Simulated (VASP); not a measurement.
Write the native input for VASP 6.6.1 that does the following.

```
Task                   : single point
Functional             : PBE
Potentials or basis    : VASP PAW PBE potentials, release 64 (Ru_pv)
Cutoff                 : 520 eV
k mesh                 : 24 × 24 × 12
Occupations            : gaussian, width 0.15 eV
Spin                   : no spin polarisation
Dipole correction      : no
Further INCAR settings : ALGO = Fast; EDIFF = 1e-06; NBANDS = 21
```

The structure of Ru lies in POSCAR:

```
Ru
1.0
    2.9087342843      0.0000000000      0.0000000000
   -1.4543671421      2.1675441389      0.0000000000
    0.0000000000      0.0000000000      4.2819000000
Ru
2
Direct
    0.3333333333      0.6666666667      0.2500000000
    0.6666666667      0.3333333333      0.7500000000
```

This cell differs from its parent crystal: strain +0.0750 x Voigt [1, -1, 0, 0, 0, 0].

These files were run (other wordings do the same):

INCAR

```
PREC = Accurate
ENCUT = 520
EDIFF = 1E-6
ISMEAR = 0
SIGMA = 0.15
LREAL = F
LASPH = T
NELM = 60
ALGO = Fast
ISIF = 2
LWAVE = F
LCHARG = T
GGA = PE
LELF = T
LVHAR = T
NBANDS = 21
```

KPOINTS

```
Automatic mesh
0
Gamma
  24 24 12
```

Potentials or basis: VASP PAW PBE potentials, release 64 (Ru_pv).

Launch:

```bash
$ cat potpaw_PBE.64/Ru_pv/POTCAR > POTCAR
$ mpirun -np 1 vasp_std > vasp.out
```

It gave:

```
Pressure               : 11.2 GPa
Largest force          : 0.502 eV/Å
Band gap on the k mesh : zero (bands 14 and 15 overlap by 3.17 eV)
```

Caveat: the cell differs from its parent crystal (strain +0.0750 x Voigt [1, -1, 0, 0, 0, 0]); the stress differs along the axes, from -11 to 40 GPa.

It took 2.7 min on 1 thread of Intel(R) Xeon(R) 6975P-C (Granite Rapids), with other jobs on the host, peak memory 0.54 GiB.
